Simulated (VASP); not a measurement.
Set up this calculation in VASP 6.6.1, as the native input.

| Item | Value |
| --- | --- |
| Task | single point |
| Functional | PBEsol |
| Potentials or basis | VASP PAW PBE potentials, release 64 (Ge_d) |
| Cutoff | 520 eV |
| k mesh | 5 × 5 × 3 |
| Occupations | methfessel-paxton, width 0.1 eV |
| Spin | no spin polarisation |
| Dipole correction | no |
| Further INCAR settings | ALGO = Normal; EDIFF = 1e-06; NBANDS = 36 |

The structure of Ge lies in POSCAR:

```
Ge
1.0
    4.0347522586     -0.0589579370      0.0362401998
   -2.0684359464      3.3369531217      0.0136326456
    0.0598293845      0.0605305493      6.3871398865
Ge
4
Direct
    0.6851600000      0.3294500000      0.0906000000
    0.3538500000      0.6855800000      0.5613900000
    0.7000900000      0.3410400000      0.4434100000
    0.3506700000      0.7050200000      0.9347100000
```

One way to write it, as run:

INCAR

```
SYSTEM = Ge
PREC = Accurate
ENCUT = 520
EDIFF = 1E-6
ISMEAR = 1
SIGMA = 0.1
LREAL = .FALSE.
LASPH = .TRUE.
NELM = 100
ALGO = Normal
ISIF = 2
LWAVE = .FALSE.
LCHARG = .TRUE.
GGA = PS
LELF = .TRUE.
LVHAR = .TRUE.
NBANDS = 36
```

KPOINTS

```
regular mesh
0
G
  5 5 3
  0 0 0
```

Potentials or basis: VASP PAW PBE potentials, release 64 (Ge_d).

Run with:

```console
$ cat potpaw_PBE.64/Ge_d/POTCAR > POTCAR
$ mpirun -np 1 vasp_std > vasp.out
```

Results of the run:

```
Pressure               : 7.5 GPa
Largest force          : 2.916 eV/Å
Band gap on the k mesh : zero (bands 28 and 29 overlap by 0.30 eV)
```

Caveat: the k points lie up to 0.37 Å⁻¹ apart; semilocal functionals underestimate gaps, so a narrow gap can read as zero; the PAW data sets were made with another functional, which shifts forces and pressure a little.

Run time: 50 s on 1 thread of Intel(R) Xeon(R) 6975P-C (Granite Rapids) (shared host), peak memory 0.23 GiB.
